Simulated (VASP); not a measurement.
# GeMo (rocksalt type) (Fm-3m) in VASP: notebook, part 2 of 2

VASP 6.6.1.

## (4) Relaxation of cell and atoms, r2SCAN

This run uses another cell than the first one, of 17.60 Å³/atom, 1.052 times its volume.

File POSCAR:

```
GeMo
1.0
    0.0000000000      2.6011428215      2.6011428215
    2.6011428215      0.0000000000      2.6011428215
    2.6011428215      2.6011428215      0.0000000000
Mo Ge
1 1
Direct
    0.0000000000      0.0000000000      0.0000000000
    0.5000000000      0.5000000000      0.5000000000
```

File INCAR.step1:

```
SYSTEM = GeMo
PREC     = Accurate       ! precision mode
ENCUT    = 600            ! plane-wave cutoff, eV
ISMEAR   = -1             ! smearing method
SIGMA    = 0.08           ! smearing width, eV
LREAL    = .FALSE.        ! projectors in reciprocal space
LASPH    = .TRUE.         ! aspherical terms in the spheres
NELM     = 100            ! most SCF steps
GGA      = PE             ! functional
ALGO     = Normal         ! electronic algorithm
EDIFF    = 1E-4           ! SCF threshold, eV
LWAVE    = .TRUE.         ! write WAVECAR
LCHARG   = .FALSE.        ! write CHGCAR
```

File INCAR.step2:

```
SYSTEM = GeMo
PREC     = Accurate       ! precision mode
ENCUT    = 600            ! plane-wave cutoff, eV
EDIFF    = 1E-7           ! SCF threshold, eV
ISMEAR   = -1             ! smearing method
SIGMA    = 0.08           ! smearing width, eV
LREAL    = .FALSE.        ! projectors in reciprocal space
LASPH    = .TRUE.         ! aspherical terms in the spheres
NELM     = 100            ! most SCF steps
ALGO     = Normal         ! electronic algorithm
ISIF     = 3              ! what is computed and relaxed
LWAVE    = .FALSE.        ! write WAVECAR
LCHARG   = .FALSE.        ! write CHGCAR
METAGGA  = R2SCAN         ! meta-GGA
LMIXTAU  = .TRUE.       
IBRION   = 2              ! ionic algorithm
NSW      = 60             ! ionic steps
EDIFFG   = -0.005         ! ionic threshold
ISTART   = 1
```

File KPOINTS:

```
regular mesh
0
G
  14 14 14
  0 0 0
```

Potentials or basis: VASP PAW PBE potentials, release 64 (Mo_sv, Ge_d).

Launch:

```
cat potpaw_PBE.64/Mo_sv/POTCAR potpaw_PBE.64/Ge_d/POTCAR > POTCAR
cp INCAR.step1 INCAR
mpirun -np 1 vasp_std > vasp.out
cp INCAR.step2 INCAR
mpirun -np 1 vasp_std > vasp.out
```

OUTCAR:

```text
SYSTEM = GeMo
   PREC = Accurate
   ENCUT = 600
   EDIFF = 1E-7
   ISMEAR = -1
   LREAL = .FALSE.
   LASPH = .TRUE.
   NELM = 100
   ISIF = 3
   METAGGA = R2SCAN
   IBRION = 2
   NSW = 60
   EDIFFG = -0.005
   ISTART = 1

 ion  position               nearest neighbor table
   1  0.000  0.000  0.000-   2 2.60   2 2.60   2 2.60   2 2.60   2 2.60   2 2.60
   2  0.500  0.500  0.500-   1 2.60   1 2.60   1 2.60   1 2.60   1 2.60   1 2.60

  LATTYP: Found a face centered cubic cell.
 ALAT       =     5.2022856430

  Lattice vectors:

 A1 = (   0.0000000000,   2.6011428215,   2.6011428215)
 A2 = (   2.6011428215,   0.0000000000,   2.6011428215)
 A3 = (   2.6011428215,   2.6011428215,   0.0000000000)

Analysis of symmetry for initial positions (statically):
=====================================================================
 Subroutine PRICEL returns:
 Original cell was already a primitive cell.

 Routine SETGRP: Setting up the symmetry group for a
 face centered cubic supercell.

 Subroutine GETGRP returns: Found 48 space group operations
 (whereof 48 operations were pure point group operations)
 out of a pool of 48 trial point group operations.

The static configuration has the point symmetry O_h .

Analysis of symmetry for dynamics (positions and initial velocities):
=====================================================================
 Subroutine PRICEL returns:
 Original cell was already a primitive cell.

 Routine SETGRP: Setting up the symmetry group for a
 face centered cubic supercell.

 Subroutine GETGRP returns: Found 48 space group operations
 (whereof 48 operations were pure point group operations)
 out of a pool of 48 trial point group operations.

The dynamic configuration has the point symmetry O_h .

 Subroutine INISYM returns: Found 48 space group operations
 (whereof 48 operations are pure point group operations),
 and found     1 'primitive' translations

[... 115 lines left out ...]
  volume/ion in A,a.u.               =      17.60       118.77
  Fermi-wavevector in a.u.,A,eV,Ry     =   1.516887  2.866501 31.306285  2.300947
  Thomas-Fermi vector in A             =   2.626217
   LORBIT       =      0    0 simple, 1 ext, 2 COOP (PROOUT), +10 PAW based schemes
   METAGGA = R2SCAN    functional components
   LHFCALC =     F    Hartree Fock is set to
   AEXX    =    0.0000 exact exchange contribution
   IVDW    =     0    specifies the selected vdW correction
   LEPSILON=     F    determine dielectric tensor
   LRPA    =     F    only Hartree local field effects (RPA)
 conjugate gradient relaxation of ions
 non-spin polarized calculation
  energy-cutoff  :      600.00
  volume of cell :       35.20
 maximum number of plane-waves:      1211
 NGX is ok and might be reduce to    30
   NGX = 15   NGY = 15   NGZ = 15

--------------------------------------- Ionic step        1  -------------------------------------------

 number of electron      27.9999989 magnetization

 Free energy of the ion-electron system (eV)
  ---------------------------------------------------
  ext. energy  EPLUGINS =         0.00000000
  ---------------------------------------------------
  free energy    TOTEN  =       -38.96858795 eV

  energy without entropy =      -38.91685001  energy(sigma->0) =      -38.94271898

------------------------ aborting loop because EDIFF is reached ----------------------------------------

  FORCE on cell =-STRESS in cart. coord.  units (eV):
  Direction    XX          YY          ZZ          XY          YZ          ZX
  --------------------------------------------------------------------------------------
  -------------------------------------------------------------------------------------
  Total       -1.6464117     -1.6464117     -1.6464117      0.0000000      0.0000000      0.0000000
  in kB      -74.9421985    -74.9421985    -74.9421985      0.0000000      0.0000000      0.0000000
  external PRESSURE =     -74.9421985 kB  Pullay stress =       0.0000000 kB
[... 23 lines left out ...]
--------------------------------------- Ionic step        2  -------------------------------------------

 number of electron      27.9999993 magnetization

 E-fermi :  10.7063     XC(G=0): -13.9031

 val. band max:       10.7011028618   @ k =  -0.4286   0.4286   0.1429
 cond. band min:      10.7542797208   @ k =  -0.4286   0.5000   0.0714
 fundamental gap:      0.0531768590
 Fermi energy:        10.7062790005

 k-point     1 :       0.0000    0.0000    0.0000
  band No.  band energies     occupation
      1     -52.4249      2.00000
      2     -25.8013      2.00000
      3     -25.8013      2.00000
      4     -25.8013      2.00000
      5     -14.6314      2.00000
      6     -14.6314      2.00000
[... 566 lines left out ...]
--------------------------------------- Ionic step        4  -------------------------------------------

 number of electron      28.0000008 magnetization

 Free energy of the ion-electron system (eV)
  ---------------------------------------------------
  ext. energy  EPLUGINS =         0.00000000
  ---------------------------------------------------
  free energy    TOTEN  =       -39.01032698 eV

  energy without entropy =      -38.96267846  energy(sigma->0) =      -38.98650272

 E-fermi :   9.7073     XC(G=0): -13.4481

 val. band max:        9.7020498762   @ k =  -0.4286   0.4286   0.1429
 cond. band min:       9.7166758613   @ k =  -0.4286   0.5000   0.0714
 fundamental gap:      0.0146259850
 Fermi energy:         9.7072824154

 k-point     1 :       0.0000    0.0000    0.0000
  band No.  band energies     occupation
      1     -53.4650      2.00000
      2     -26.8257      2.00000
      3     -26.8257      2.00000
      4     -26.8257      2.00000
      5     -15.5119      2.00000
      6     -15.5119      2.00000
[... 524 lines left out ...]
  FREE ENERGIE OF THE ION-ELECTRON SYSTEM (eV)
  ---------------------------------------------------
  free  energy   TOTEN  =       -39.0103269780 eV

  energy  without entropy=      -38.9626784638  energy(sigma->0) =      -38.98650272

 reached required accuracy - stopping structural energy minimisation
```

Wall time 17 min (1 thread of Intel Xeon Platinum 8259CL at 2.50GHz (Skylake/Cascade Lake), shared host); peak memory 0.24 GiB.

Results:

```yaml
Free_energy: -39.0103 eV
Relaxed_volume: 16.75 Å³/atom
Relaxed_cell: a = 3.618 Å, b = 3.618 Å, c = 3.618 Å, α = 60.00°, β = 60.00°, γ = 60.00°
Space_group_after_relaxing_to_0.05_Å: Fm-3m (No. 225)
Energy_gained_by_relaxing: 20.9 meV/atom
Ionic_steps: 4
Pressure_after_relaxing: 0.0 GPa
Band_gap_on_the_k_mesh: zero (band 14 reaches 10.58 eV, above the bottom of band 15 at 8.43 eV)
```

Step by step:
```
step  energy change (eV)  largest force (eV/Å)  pressure (GPa)  volume (Å³)
   1              0.0000                0.0000           -7.49        35.20
   2              0.0546                0.0000           14.17        31.17
   3             -0.0417                0.0000           -0.14        33.52
   4             -0.0417                0.0000            0.01        33.49
```

Final structure:
```yaml
crystal:
  lattice:
    - [0.00000, 2.55838, 2.55838]
    - [2.55838, 0.00000, 2.55838]
    - [2.55838, 2.55838, 0.00000]
  atoms:
    - { symbol: Mo, position: [0.00000, 0.00000, 0.00000] }
    - { symbol: Ge, position: [0.50000, 0.50000, 0.50000] }
```

Levels at points of the mesh, in eV from the Fermi level:
```csv
k point,band 10,band 11,band 12,band 13,band 14,band 15,band 16,band 17,band 18
"(0.00, 0.00, 0.00)",-12.26,-1.65,-1.65,-1.65,-1.11,-1.11,2.73,2.73,2.73
"(0.50, 0.00, 0.00)",-8.87,-6.55,-3.87,-3.87,0.28,0.28,1.62,5.43,8.47
"(0.50, 0.50, 0.00)",-9.91,-4.10,-3.29,-0.22,-0.19,-0.19,0.90,0.90,2.87
```

Caveat: the PAW data sets were made with another functional, which shifts forces and pressure a little.
